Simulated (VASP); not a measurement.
Crystal: Cr.

```xyz
1
Lattice="-1.4000 1.4000 1.4000 1.4000 -1.4000 1.4000 1.4000 1.4000 -1.4000" Properties=species:S:1:pos:R:3 pbc="T T T"
Cr    0.0000    0.0000    0.0000
```

* Program: VASP 6.6.1
* Task: relaxation of cell and atoms
* Functional: PBE
* Potentials or basis: VASP PAW PBE potentials, release 64 (Cr_pv)
* Cutoff: 500 eV
* k mesh: 10 × 10 × 10
* Occupations: gaussian, width 0.1 eV
* Spin: no spin polarisation

At the start: pressure 14.4 GPa; volume 10.98 Å³/atom.

Q: Where does the relaxation end?

A: Over 3 steps the energy falls by 24.0 meV/atom and the volume is 11.55 Å³/atom (+5.2 %); space group Im-3m (No. 229, to 0.05 Å).

The path:
| step | energy change (eV) | largest force (eV/Å) | pressure (GPa) | volume (Å³) |
| --- | --- | --- | --- | --- |
| 1 | 0.0000 | 0.0000 | 14.43 | 10.98 |
| 2 | 0.0480 | 0.0000 | -19.63 | 12.62 |
| 3 | -0.0240 | 0.0000 | -0.35 | 11.55 |

Final structure:
```
CELL_PARAMETERS angstrom
-1.42398 1.42398 1.42398
1.42398 -1.42398 1.42398
1.42398 1.42398 -1.42398
ATOMIC_POSITIONS crystal
Cr 0.00000 0.00000 0.00000
```

Caveat: the run has no spin polarisation, though such a crystal can be magnetic.
